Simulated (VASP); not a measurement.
Wanted: the native input for a VASP 6.6.1 run.

| Quantity | Value |
| --- | --- |
| Task | electric field gradients |
| Functional | PBE |
| Potentials or basis | VASP PAW PBE potentials, release 64 (Tl_d) |
| Cutoff | 520 eV |
| k mesh | 13 × 13 × 13 |
| Occupations | fermi-dirac, width 0.05 eV |
| Spin | no spin polarisation |
| Dipole correction | no |
| Further INCAR settings | ALGO = Normal; EDIFF = 1e-08; NBANDS = 12 |

The structure of Tl lies in POSCAR:

```
Tl
1.0
   -1.9215900000      1.9410000000      1.9410000000
    1.9410000000     -1.9215900000      1.9410000000
    1.9410000000      1.9410000000     -1.9215900000
Tl
1
Direct
    0.0000000000      0.0000000000      0.0000000000
```

This cell differs from its parent crystal: equal xy, yz and zx shear strains of +1 %.

The input as run:

INCAR

```
SYSTEM = Tl
PREC     = Accurate       ! precision mode
ENCUT    = 520            ! plane-wave cutoff, eV
EDIFF    = 1E-8           ! SCF threshold, eV
ISMEAR   = -1             ! smearing method
SIGMA    = 0.05           ! smearing width, eV
LREAL    = .FALSE.        ! projectors in reciprocal space
LASPH    = .TRUE.         ! aspherical terms in the spheres
NELM     = 100            ! most SCF steps
ALGO     = Normal         ! electronic algorithm
ISIF     = 2              ! what is computed and relaxed
LWAVE    = .FALSE.        ! write WAVECAR
LCHARG   = .FALSE.        ! write CHGCAR
GGA      = PE             ! functional
LEFG     = .TRUE.       
NBANDS   = 12             ! bands
```

KPOINTS

```
Automatic mesh
0
G
  13 13 13
  0 0 0
```

Potentials or basis: VASP PAW PBE potentials, release 64 (Tl_d).

Run with:

```sh
$ cat potpaw_PBE.64/Tl_d/POTCAR > POTCAR
$ mpirun -np 1 vasp_std > vasp.out
```

Results of the run:

| Property | Result |
| --- | --- |
| Pressure | 2.2 GPa |

Caveat: the cell differs from its parent crystal (equal xy, yz and zx shear strains of +1 %); without QUAD_EFG the Cq values of the log hold for a quadrupole moment of 1 mb, not for the nuclei.

It took 51 s on 1 thread of Intel(R) Xeon(R) Platinum 8488C (Sapphire Rapids), with other jobs on the host, peak memory 0.2 GiB.
